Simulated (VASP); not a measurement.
Crystal: MgZn2O3.

```
Mg Zn O
1.0
     3.04791    0.00000    0.00000
    -1.52395    2.63957    0.00000
     0.00000    0.00000    7.43802
Mg Zn O
1 2 3
Direct
  0.00000 0.00000 0.00000
  0.33333 0.66667 0.66864
  0.66667 0.33333 0.33136
  0.33333 0.66667 0.16055
  0.66667 0.33333 0.83945
  0.00000 0.00000 0.50000
```

```yaml
Program: VASP 6.6.1
Task: relaxation of cell and atoms
Functional: PBEsol
Potentials_or_basis: VASP PAW PBE potentials, release 64 (Mg, Zn, O)
Cutoff: 600 eV
k_mesh: 12 × 12 × 4
Occupations: fermi-dirac, width 0.02 eV
Spin: no spin polarisation
```

At the start: pressure -6.2 GPa; volume 9.97 Å³/atom.

Task: How do energy, volume and symmetry change on relaxing?

Result: Over 10 steps the energy falls by 7.6 meV/atom and the volume is 9.60 Å³/atom (-3.7 %); space group P-3m1 (No. 164, to 0.1 Å) before and after.

Step by step:
```tsv
step	energy change (eV)	largest force (eV/Å)	pressure (GPa)	volume (Å³)
1	0.0000	0.0809	-6.24	59.84
2	-0.0338	0.0344	3.60	56.54
3	-0.0453	0.0066	0.04	57.61
4	-0.0453	0.0089	-0.08	57.65
5	-0.0453	0.0039	-0.12	57.65
6	-0.0453	0.0038	-0.11	57.65
7	-0.0453	0.0024	-0.11	57.63
8	-0.0453	0.0025	0.09	57.56
9	-0.0453	0.0012	0.11	57.59
10	-0.0453	0.0014	0.06	57.61
```

Final structure:
```
Mg Zn O
1.0
     3.01047    0.00000    0.00000
    -1.50523    2.60714    0.00000
     0.00000    0.00000    7.33987
Mg Zn O
1 2 3
Direct
  0.00000 0.00000 0.00000
  0.33333 0.66667 0.66856
  0.66667 0.33333 0.33144
  0.33333 0.66667 0.16099
  0.66667 0.33333 0.83901
  0.00000 0.00000 0.50000
```

Caveat: the PAW data sets were made with another functional, which shifts forces and pressure a little.
